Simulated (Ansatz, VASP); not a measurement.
Ga3SbAs2 in VASP and in Ansatz

```
Ga Sb As
1.0
     4.17765    0.00000    0.00000
    -2.08882    3.61795    0.00000
     0.00000    0.00000   10.23895
Ga Sb As
3 1 2
Cartesian
  0.0000 0.0000 0.1284
  0.0000 2.4120 6.6856
  2.0888 1.2060 3.4160
  0.0000 0.0000 7.6838
  0.0000 2.4120 4.2039
  2.0888 1.2060 0.9200
```

Alike in both runs: functional PBE; k mesh 12 × 12 × 4; occupations gaussian, width 0.1 eV; no spin polarisation.

Ansatz relaxed the structure, and its values are those at the end. VASP's run is a single point on that final structure, the one shown.

```csv
,VASP,Ansatz
version,VASP 6.6.1,Ansatz 0.2.0
potentials or method,"VASP PAW PBE potentials, release 64 (Ga_d, Sb, As), cutoff 520 eV","scalar-relativistic, plane waves, PAW"
valence electrons in the cell,54,84
```

|  | VASP | Ansatz | Ansatz less VASP |
| --- | --- | --- | --- |
| gap on the k mesh at the Fermi level (eV) | none | none | - |
| pressure (GPa) | 0.1 | 0.0 | -0.13 |

A gap of «none» marks a metal or a gap that the smearing closes. The functional is the same, so the differences come from potentials, cutoffs and numerics. VASP's potentials hold 54 valence electrons a cell and Ansatz's 84, so a difference there can come from the potentials and not from the codes.

Spin-orbit coupling is off throughout.
